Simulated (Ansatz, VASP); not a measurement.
Zr2HS4 in VASP and in Ansatz

```
S Zr H
1.0
     7.29768    0.00000    0.00000
    -3.64884    6.31997    0.00000
     0.00000    0.00000   20.91715
S Zr H
8 4 2
Direct
  0.33333 0.16667 0.19123
  0.33333 0.66667 0.19123
  0.83333 0.16667 0.19123
  0.83333 0.66667 0.19123
  0.16667 0.33333 0.33069
  0.16667 0.83333 0.33069
  0.66667 0.33333 0.33069
  0.66667 0.83333 0.33069
  0.00000 0.00000 0.26096
  0.00000 0.50000 0.26096
  0.50000 0.00000 0.26096
  0.50000 0.50000 0.26096
  0.28662 0.71338 0.36750
  0.38005 0.61995 0.36750
```

Alike in both runs: task single point; functional PBE; dispersion D3(BJ); k mesh 6 × 6 × 1; occupations gaussian, width 0.05 eV; no spin polarisation.

|  | VASP | Ansatz |
| --- | --- | --- |
| version | VASP 6.6.1 | Ansatz 0.2.0 |
| potentials or method | VASP PAW PBE potentials, release 64 (S, Zr_sv, H), cutoff 400 eV | scalar-relativistic, plane waves, PAW |
| valence electrons in the cell | 98 | 98 |

|  | VASP | Ansatz | Ansatz less VASP |
| --- | --- | --- | --- |
| gap on the k mesh at the Fermi level (eV) | 0.17 | 0.17 | +0.003 |
| least direct gap on the mesh (eV) | 0.19 | 0.19 | +0.002 |
| rms of the force components (eV/Å) | 0.719 | 0.717 | -0.0021 |
